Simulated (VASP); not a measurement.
# GaN (I-4m2) in VASP: a series of runs

Runs on GaN. Level: r2SCAN. Tasks: single point.

Program: VASP 6.6.1. These are calculated values, not measurements. Logs are shortened: lines on timing, memory, paths and dates and some standing lists are left out, and cuts for length are marked.

### Step 1. The cell of the first run

The structure is tetragonal, space group I-4m2 (No. 119). The conventional cell has a = 3.149 Å, b = 3.149 Å, c = 4.545 Å, α = 90.00°, β = 90.00°, γ = 90.00°. Ga (site symmetry -4m2) has 4 N at 1.94 Å within 2.6 Å. N (site symmetry -4m2) has 4 Ga at 1.94 Å within 2.6 Å.

### Step 2. Single point, r2SCAN (in-plane strain -0.01, then relaxed in part)

Contents of POSCAR:

```
GaN
1.0
    2.2264555850      2.2264555850      0.0000000000
   -2.2264555850      2.2264555850      0.0000000000
    0.0000000000      2.2264555850      2.2726975127
Ga N
1 1
Direct
    0.0000000000      0.0000000000      0.0000000000
    0.2500000000      0.7500000000      0.5000000000
```

Contents of INCAR.step1:

```
SYSTEM = GaN
ALGO = Normal ; EDIFF = 1E-4
ENCUT = 520 ; GGA = PE
ISMEAR = 0 ; LASPH = .True.
LCHARG = .False. ; LREAL = .False.
LWAVE = .True. ; NBANDS = 16
NELM = 60 ; PREC = Accurate
SIGMA = 0.01
```

Contents of INCAR.step2:

```
SYSTEM = GaN
ALGO = Normal ; EDIFF = 1E-6
ENCUT = 520 ; ISIF = 2
ISMEAR = 0 ; ISTART = 1
LASPH = .True. ; LCHARG = .True.
LELF = .True. ; LMIXTAU = .True.
LREAL = .False. ; LVHAR = .True.
LWAVE = .False. ; METAGGA = R2SCAN
NBANDS = 16 ; NELM = 60
PREC = Accurate ; SIGMA = 0.01
```

Contents of KPOINTS:

```
k-points
0
Gamma
  10 10 10
  0 0 0
```

Potentials or basis: VASP PAW PBE potentials, release 64 (Ga_d, N).

The run is started by

```bash
$ cat potpaw_PBE.64/Ga_d/POTCAR potpaw_PBE.64/N/POTCAR > POTCAR
$ cp INCAR.step1 INCAR
$ mpirun -np 1 vasp_std > vasp.out
$ cp INCAR.step2 INCAR
$ mpirun -np 1 vasp_std > vasp.out
```

OUTCAR:

```text
SYSTEM = GaN
   EDIFF = 1E-6
   ENCUT = 520
   ISIF = 2
   ISMEAR = 0
   ISTART = 1
   LASPH = .True.
   LREAL = .False.
   METAGGA = R2SCAN
   NELM = 60
   PREC = Accurate

 ion  position               nearest neighbor table
   1  0.000  0.000  0.000-   2 1.94   2 1.94   2 1.94   2 1.94
   2  0.250  0.750  0.500-   1 1.94   1 1.94   1 1.94   1 1.94

  LATTYP: Found a body centered tetragonal cell.
 ALAT       =     3.1486836843
 C/A-ratio  =     1.4435857905

  Lattice vectors:

 A1 = (   2.2264555850,   0.0000000000,  -2.2726975127)
 A2 = (  -2.2264555850,   0.0000000000,  -2.2726975127)
 A3 = (   0.0000000000,   2.2264555850,   2.2726975127)

Analysis of symmetry for initial positions (statically):
=====================================================================
 Subroutine PRICEL returns:
 Original cell was already a primitive cell.

 Routine SETGRP: Setting up the symmetry group for a
 body centered tetragonal supercell.

 Subroutine GETGRP returns: Found  8 space group operations
 (whereof  8 operations were pure point group operations)
 out of a pool of 16 trial point group operations.

The static configuration has the point symmetry D_2d.

Analysis of symmetry for dynamics (positions and initial velocities):
=====================================================================
 Subroutine PRICEL returns:
 Original cell was already a primitive cell.

 Routine SETGRP: Setting up the symmetry group for a
 body centered tetragonal supercell.

 Subroutine GETGRP returns: Found  8 space group operations
 (whereof  8 operations were pure point group operations)
 out of a pool of 16 trial point group operations.

The dynamic configuration has the point symmetry D_2d.

 Subroutine INISYM returns: Found  8 space group operations
 (whereof  8 operations are pure point group operations),
 and found     1 'primitive' translations

----------------------------------------------------------------------------------------

                                     Primitive cell

  volume of cell :      22.5320

  direct lattice vectors                    reciprocal lattice vectors
     2.226455585  2.226455585  0.000000000     0.224572187  0.224572187 -0.220002881
    -2.226455585  2.226455585  0.000000000    -0.224572187  0.224572187 -0.220002881
     0.000000000  2.226455585  2.272697513     0.000000000  0.000000000  0.440005762

  length of vectors
     3.148683684  3.148683684  3.181549694     0.386350362  0.386350362  0.440005762

  position of ions in fractional coordinates (direct lattice)
     0.000000000  0.000000000  0.000000000
     0.250000000  0.750000000  0.500000000

  ion indices of the primitive-cell ions
   primitive index   ion index
                 1           1
                 2           2

----------------------------------------------------------------------------------------

 KPOINTS: k-points

Automatic generation of k-mesh.
 Grid dimensions read from file:
 generate k-points for:   10   10   10

 Generating k-lattice:

  Cartesian coordinates                     Fractional coordinates (reciprocal lattice)
     0.022457219  0.022457219 -0.022000288     0.100000000  0.000000000 -0.000000000
    -0.022457219  0.022457219 -0.022000288     0.000000000  0.100000000 -0.000000000
     0.000000000  0.000000000  0.044000576     0.000000000  0.000000000  0.100000000

  Length of vectors
     0.038635036  0.038635036  0.044000576

  Shift w.r.t. Gamma in fractional coordinates (k-lattice)
     0.000000000  0.000000000  0.000000000

 Subroutine IBZKPT returns following result:
 ===========================================

 Found    102 irreducible k-points:

 Following reciprocal coordinates:
            Coordinates               Weight
  0.000000  0.000000  0.000000      1.000000
  0.100000  0.000000  0.000000      8.000000
  0.200000  0.000000  0.000000      8.000000
  0.300000  0.000000  0.000000      8.000000
  0.400000  0.000000  0.000000      8.000000
  0.500000  0.000000  0.000000      4.000000
[... 16 lines left out ...]
[... 43 lines left out ...]
  free energy    TOTEN  =       -21.89072097 eV

  energy without entropy =      -21.89072097  energy(sigma->0) =      -21.89072097

 E-fermi :   5.2797     XC(G=0): -12.7279

 val. band max:        5.2215832310   @ k =   0.0000   0.0000   0.0000
 cond. band min:       7.4106232634   @ k =   0.0000   0.0000   0.0000
 fundamental gap:      2.1890400324
 Fermi energy:         5.2796792905

 k-point     1 :       0.0000    0.0000    0.0000
  band No.  band energies     occupation
      1     -11.6779      2.00000
      2      -8.6710      2.00000
      3      -8.6484      2.00000
      4      -8.6484      2.00000
      5      -8.2888      2.00000
      6      -8.2878      2.00000
[... 8 lines left out ...]
     15      24.5765      0.00000
     16      25.2834      0.00000

 k-point     2 :       0.1000    0.0000    0.0000
  band No.  band energies     occupation
      1     -11.5637      2.00000
      2      -8.6514      2.00000
      3      -8.6336      2.00000
      4      -8.6136      2.00000
      5      -8.2896      2.00000
      6      -8.2894      2.00000
[... 8 lines left out ...]
     15      23.8439      0.00000
     16      23.8857      0.00000

 k-point     3 :       0.2000    0.0000    0.0000
  band No.  band energies     occupation
      1     -11.2704      2.00000
      2      -8.6143      2.00000
      3      -8.5986      2.00000
      4      -8.4566      2.00000
      5      -8.2901      2.00000
      6      -8.2861      2.00000
[... 8 lines left out ...]
     15      22.8882      0.00000
     16      22.9581      0.00000

 k-point     4 :       0.3000    0.0000    0.0000
  band No.  band energies     occupation
      1     -10.9388      2.00000
      2      -8.5819      2.00000
      3      -8.5658      2.00000
      4      -8.2791      2.00000
      5      -8.2715      2.00000
      6      -8.0786      2.00000
[... 8 lines left out ...]
     15      23.4001      0.00000
     16      23.4198      0.00000
[... 324 lines left out ...]
 k-point    22 :      -0.2000    0.2000    0.0000
  band No.  band energies     occupation
      1     -11.1372      2.00000
      2      -8.5619      2.00000
      3      -8.5468      2.00000
      4      -8.5002      2.00000
      5      -8.2763      2.00000
      6      -8.2558      2.00000
[... 8 lines left out ...]
     15      26.6495      0.00000
     16      27.5683      0.00000

 k-point    23 :       0.3000    0.3000    0.0000
  band No.  band energies     occupation
      1     -10.5230      2.00000
      2      -8.5290      2.00000
      3      -8.4455      2.00000
      4      -8.3228      2.00000
      5      -8.2813      2.00000
      6      -6.9055      2.00000
[... 8 lines left out ...]
     15      23.9135      0.00000
     16      29.0268      0.00000

 k-point    24 :       0.4000    0.3000    0.0000
  band No.  band energies     occupation
      1     -10.4726      2.00000
      2      -8.5201      2.00000
      3      -8.4102      2.00000
      4      -8.3518      2.00000
      5      -8.2513      2.00000
      6      -6.6725      2.00000
[... 8 lines left out ...]
     15      26.0011      0.00000
     16      29.2178      0.00000

 [... further k-points ...]
[... 5 lines left out ...]
  --------------------------------------------------------------------------------------
  -------------------------------------------------------------------------------------
  Total        0.5527217      0.5527217      0.1607434      0.0000000      0.0000000      0.0000000
  in kB       39.3022460     39.3022460     11.4299410      0.0000000      0.0000000      0.0000000
  external PRESSURE =      30.0114777 kB  Pullay stress =       0.0000000 kB

 VOLUME and BASIS-vectors are now :
 -----------------------------------------------------------------------------
  energy-cutoff  :      520.00
  volume of cell :       22.53
      direct lattice vectors                 reciprocal lattice vectors
     2.226455585  2.226455585  0.000000000     0.224572187  0.224572187 -0.220002881
    -2.226455585  2.226455585  0.000000000    -0.224572187  0.224572187 -0.220002881
     0.000000000  2.226455585  2.272697513     0.000000000  0.000000000  0.440005762

 POSITION                                       TOTAL-FORCE (eV/Angst)
 -----------------------------------------------------------------------------------
      0.00000      0.00000      0.00000         0.000000     -0.000000      0.000000
     -1.11323      3.33968      1.13635        -0.000000      0.000000      0.000000
 -----------------------------------------------------------------------------------
    total drift:                                0.000035     -0.000000      0.000000

  FREE ENERGIE OF THE ION-ELECTRON SYSTEM (eV)
  ---------------------------------------------------
  free  energy   TOTEN  =       -21.8907209675 eV

  energy  without entropy=      -21.8907209675  energy(sigma->0) =      -21.89072097
```

Wall time 67 s (1 thread of Intel Xeon 6975P-C, shared host); peak memory 0.17 GiB.

Results:

| Quantity | Value |
| --- | --- |
| Free energy | -21.8907 eV |
| Pressure | 3.0 GPa |
| Band gap on the k mesh | 2.19 eV, direct |

Caveat: the cell differs from its parent crystal (in-plane strain -0.01, then relaxed in part); the PAW data sets were made with another functional, which shifts forces and pressure a little.

### Step 3. Single point, r2SCAN (in-plane strain -0.005, then relaxed in part)

Contents of POSCAR:

```
GaN
1.0
    2.2377003102      2.2377003102      0.0000000000
   -2.2377003102      2.2377003102      0.0000000000
    0.0000000000      2.2377003102      2.2609022878
Ga N
1 1
Direct
    0.0000000000      0.0000000000      0.0000000000
    0.2500000000      0.7500000000      0.5000000000
```

Contents of INCAR.step1:

```
PREC = Accurate
ENCUT = 520
ISMEAR = 0
SIGMA = 0.01
LREAL = False
LASPH = True
NELM = 80
NBANDS = 16
GGA = PE
ALGO = Normal
EDIFF = 1E-4
LWAVE = True
LCHARG = False
```

Contents of INCAR.step2:

```
PREC = Accurate
ENCUT = 520
EDIFF = 1E-6
ISMEAR = 0
SIGMA = 0.01
LREAL = False
LASPH = True
NELM = 80
ALGO = Normal
ISIF = 2
LWAVE = False
LCHARG = True
METAGGA = R2SCAN
LMIXTAU = True
LELF = True
LVHAR = True
NBANDS = 16
ISTART = 1
```

Contents of KPOINTS:

```
regular mesh
0
Gamma
  10 10 10
```

Potentials or basis: VASP PAW PBE potentials, release 64 (Ga_d, N).

The run is started by

```bash
$ cat potpaw_PBE.64/Ga_d/POTCAR potpaw_PBE.64/N/POTCAR > POTCAR
$ cp INCAR.step1 INCAR
$ mpirun -np 1 vasp_std > vasp.out
$ cp INCAR.step2 INCAR
$ mpirun -np 1 vasp_std > vasp.out
```

Wall time 67 s (1 thread of Intel Xeon 6975P-C, shared host); peak memory 0.17 GiB.

The run converged. Its results:

* Free energy: -21.8946 eV
* Pressure: 2.0 GPa
* Band gap on the k mesh: 2.17 eV, direct

Stress tensor (GPa, compression positive):
```
2.47 0.00 0.00
0.00 2.47 0.00
0.00 0.00 1.10
```

Levels at points of the mesh, in eV from the valence-band top:
```
           k point  band 5  band 6  band 7  band 8  band 9  band 10  band 11  band 12  band 13  band 14
(0.00, 0.00, 0.00)  -13.49  -13.49   -0.05    0.00    0.00     2.17    11.05    11.05    11.08    18.69
(0.50, 0.00, 0.00)  -13.44  -12.36   -7.24   -1.07   -0.99     5.22     9.48    10.96    11.12    16.58
(0.50, 0.50, 0.00)  -13.41  -11.97   -6.24   -2.87   -2.86     3.73     7.23    12.70    14.90    15.16
(0.00, 0.00, 0.50)  -13.41  -12.02   -6.36   -2.78   -2.78     3.80     7.41    12.55    15.08    15.08
```

Caveat: the cell differs from its parent crystal (in-plane strain -0.005, then relaxed in part); the PAW data sets were made with another functional, which shifts forces and pressure a little.

### Step 4. Single point, r2SCAN (in-plane strain -0.005)

POSCAR, as its differences from that of step 3:

```diff
@@ -4,3 +4,3 @@
    -2.2377003102      2.2377003102      0.0000000000
-    0.0000000000      2.2377003102      2.2609022878
+    0.0000000000      2.2377003102      2.2556918705
 Ga N
```

Contents of INCAR.step1:

```
PREC = Accurate ; ENCUT = 520
ISMEAR = 0 ; SIGMA = 0.01
LREAL = False ; LASPH = True
NELM = 80 ; NBANDS = 16
GGA = PE ; ALGO = Normal
EDIFF = 1E-4 ; LWAVE = True
LCHARG = False
```

Contents of INCAR.step2:

```
PREC = Accurate ; ENCUT = 520
EDIFF = 1E-7 ; ISMEAR = 0
SIGMA = 0.01 ; LREAL = False
LASPH = True ; NELM = 80
ALGO = Normal ; ISIF = 2
LWAVE = False ; LCHARG = False
METAGGA = R2SCAN ; LMIXTAU = True
NBANDS = 16 ; ISTART = 1
```

Contents of KPOINTS:

```
Automatic mesh
0
Gamma
  10 10 10
```

The run is started by

```bash
$ cat potpaw_PBE.64/Ga_d/POTCAR potpaw_PBE.64/N/POTCAR > POTCAR
$ cp INCAR.step1 INCAR
$ mpirun -np 1 vasp_std > vasp.out
$ cp INCAR.step2 INCAR
$ mpirun -np 1 vasp_std > vasp.out
```

Run time: 91 s. Hardware: 1 thread of Intel Xeon 6975P-C, shared host; peak memory 0.17 GiB.

Results (log left out):

```
Free energy            : -21.8940 eV
Pressure               : 2.5 GPa
Band gap on the k mesh : 2.19 eV, direct
```

Stress tensor (GPa, compression positive):
```
2.88 0.00 0.00
0.00 2.88 0.00
0.00 0.00 1.81
```

Levels at points of the mesh, in eV from the valence-band top:
| k point | band 5 | band 6 | band 7 | band 8 | band 9 | band 10 | band 11 | band 12 | band 13 | band 14 |
| --- | --- | --- | --- | --- | --- | --- | --- | --- | --- | --- |
| (0.00, 0.00, 0.00) | -13.49 | -13.49 | -0.04 | 0.00 | 0.00 | 2.19 | 11.07 | 11.07 | 11.09 | 18.73 |
| (0.50, 0.00, 0.00) | -13.44 | -12.36 | -7.26 | -1.06 | -1.00 | 5.24 | 9.50 | 11.00 | 11.12 | 16.61 |
| (0.50, 0.50, 0.00) | -13.41 | -11.97 | -6.26 | -2.87 | -2.86 | 3.74 | 7.26 | 12.71 | 14.96 | 15.16 |
| (0.00, 0.00, 0.50) | -13.41 | -12.01 | -6.35 | -2.80 | -2.80 | 3.80 | 7.40 | 12.59 | 15.11 | 15.11 |

Caveat: the cell differs from its parent crystal (in-plane strain -0.005); the PAW data sets were made with another functional, which shifts forces and pressure a little.

### Step 5. Single point, r2SCAN (in-plane strain +0.005, then relaxed in part)

Contents of POSCAR:

```
GaN
1.0
    2.2601897605      2.2601897605      0.0000000000
   -2.2601897605      2.2601897605      0.0000000000
    0.0000000000      2.2601897605      2.2368121673
Ga N
1 1
Direct
    0.0000000000      0.0000000000      0.0000000000
    0.2500000000      0.7500000000      0.5000000000
```

Contents of INCAR.step1:

```
PREC = Accurate
ENCUT = 520
ISMEAR = 0
SIGMA = 0.01
LREAL = F
LASPH = T
NELM = 60
NBANDS = 16
GGA = PE
ALGO = Normal
EDIFF = 1E-4
LWAVE = T
LCHARG = F
```

Contents of INCAR.step2:

```
PREC = Accurate
ENCUT = 520
EDIFF = 1E-6
ISMEAR = 0
SIGMA = 0.01
LREAL = F
LASPH = T
NELM = 60
ALGO = Normal
ISIF = 2
LWAVE = F
LCHARG = T
METAGGA = R2SCAN
LMIXTAU = T
LELF = T
LVHAR = T
NBANDS = 16
ISTART = 1
```

Contents of KPOINTS:

```
regular mesh
0
Gamma
  10 10 10
```

The run is started by

```bash
$ cat potpaw_PBE.64/Ga_d/POTCAR potpaw_PBE.64/N/POTCAR > POTCAR
$ cp INCAR.step1 INCAR
$ mpirun -np 1 vasp_std > vasp.out
$ cp INCAR.step2 INCAR
$ mpirun -np 1 vasp_std > vasp.out
```

It took 81 s on 1 thread of Intel Xeon 6975P-C, shared host; peak memory 0.17 GiB.

The run converged. Its results:

| Property | Result |
| --- | --- |
| Free energy | -21.8962 eV |
| Pressure | 0.2 GPa |
| Band gap on the k mesh | 2.10 eV, direct |

Stress tensor (GPa, compression positive):
```
-0.26  0.00  0.00
 0.00 -0.26  0.00
 0.00  0.00  1.07
```

Levels at points of the mesh, in eV from the valence-band top:
```
           k point  band 6  band 7  band 8  band 9  band 10  band 11  band 12  band 13
(0.00, 0.00, 0.00)  -13.51   -0.05   -0.05    0.00     2.10    10.96    10.99    10.99
(0.50, 0.00, 0.00)  -12.38   -7.20   -1.07   -0.99     5.14     9.42    10.90    11.06
(0.50, 0.50, 0.00)  -12.02   -6.29   -2.80   -2.79     3.76     7.28    12.51    14.82
(0.00, 0.00, 0.50)  -11.97   -6.18   -2.87   -2.87     3.69     7.10    12.66    14.89
```

Caveat: the cell differs from its parent crystal (in-plane strain +0.005, then relaxed in part); the PAW data sets were made with another functional, which shifts forces and pressure a little.

### Step 6. Single point, r2SCAN (in-plane strain +0.005)

POSCAR, as its differences from that of step 5:

```diff
@@ -4,3 +4,3 @@
    -2.2601897605      2.2601897605      0.0000000000
-    0.0000000000      2.2601897605      2.2368121673
+    0.0000000000      2.2601897605      2.2421982002
 Ga N
```

Contents of INCAR.step1:

```
PREC = Accurate ; ENCUT = 520
ISMEAR = 0 ; SIGMA = 0.01
LREAL = F ; LASPH = T
NELM = 80 ; NBANDS = 16
GGA = PE ; ALGO = Normal
EDIFF = 1E-4 ; LWAVE = T
LCHARG = F
```

Contents of INCAR.step2:

```
PREC = Accurate ; ENCUT = 520
EDIFF = 1E-6 ; ISMEAR = 0
SIGMA = 0.01 ; LREAL = F
LASPH = T ; NELM = 80
ALGO = Normal ; ISIF = 2
LWAVE = F ; LCHARG = F
METAGGA = R2SCAN ; LMIXTAU = T
NBANDS = 16 ; ISTART = 1
```

KPOINTS is that of step 5.

Potentials or basis: VASP PAW PBE potentials, release 64 (Ga_d, N).

The run is started by

```bash
$ cat potpaw_PBE.64/Ga_d/POTCAR potpaw_PBE.64/N/POTCAR > POTCAR
$ cp INCAR.step1 INCAR
$ mpirun -np 1 vasp_std > vasp.out
$ cp INCAR.step2 INCAR
$ mpirun -np 1 vasp_std > vasp.out
```

It took 73 s on 1 thread of Intel Xeon 6975P-C, shared host; peak memory 0.17 GiB.

Results (log left out):

```yaml
Free_energy: -21.8965 eV
Pressure: -0.3 GPa
Band_gap_on_the_k_mesh: 2.09 eV, direct
```

Stress tensor (GPa, compression positive):
```
-0.66  0.00  0.00
 0.00 -0.66  0.00
 0.00  0.00  0.38
```

Levels at points of the mesh, in eV from the valence-band top:
```
           k point  band 7  band 8  band 9  band 10  band 11  band 12
(0.00, 0.00, 0.00)   -0.04   -0.04    0.00     2.09    10.96    10.98
(0.50, 0.00, 0.00)   -7.17   -1.05   -0.99     5.13     9.41    10.91
(0.50, 0.50, 0.00)   -6.27   -2.79   -2.78     3.76     7.26    12.51
(0.00, 0.00, 0.50)   -6.18   -2.85   -2.85     3.71     7.12    12.63
```

Caveat: the cell differs from its parent crystal (in-plane strain +0.005); the PAW data sets were made with another functional, which shifts forces and pressure a little.

### Step 7. Summary

```tsv
cell	gap on the mesh (eV)	pressure (GPa)
a = 3.149, b = 3.149, c = 3.182 Å, angles 60.3, 60.3, 90.0°, 2 atoms	2.19	3.0
a = 3.165, b = 3.165, c = 3.181 Å, angles 60.2, 60.2, 90.0°, 2 atoms	2.17	2.0
a = 3.165, b = 3.165, c = 3.177 Å, angles 60.1, 60.1, 90.0°, 2 atoms	2.19	2.5
a = 3.196, b = 3.196, c = 3.180 Å, angles 59.8, 59.8, 90.0°, 2 atoms	2.10	0.2
a = 3.196, b = 3.196, c = 3.184 Å, angles 59.9, 59.9, 90.0°, 2 atoms	2.09	-0.3
```

Alike in all rows: task single point; level r2SCAN; potentials or basis VASP PAW PBE potentials, release 64 (Ga_d, N); no spin polarisation; k mesh 10 × 10 × 10; cutoff (eV) 520; smearing gaussian 0.01 eV.

Caveats: the PAW data sets were made with another functional, which shifts forces and pressure a little.

Absolute energies hang on the potentials; compare differences alone.
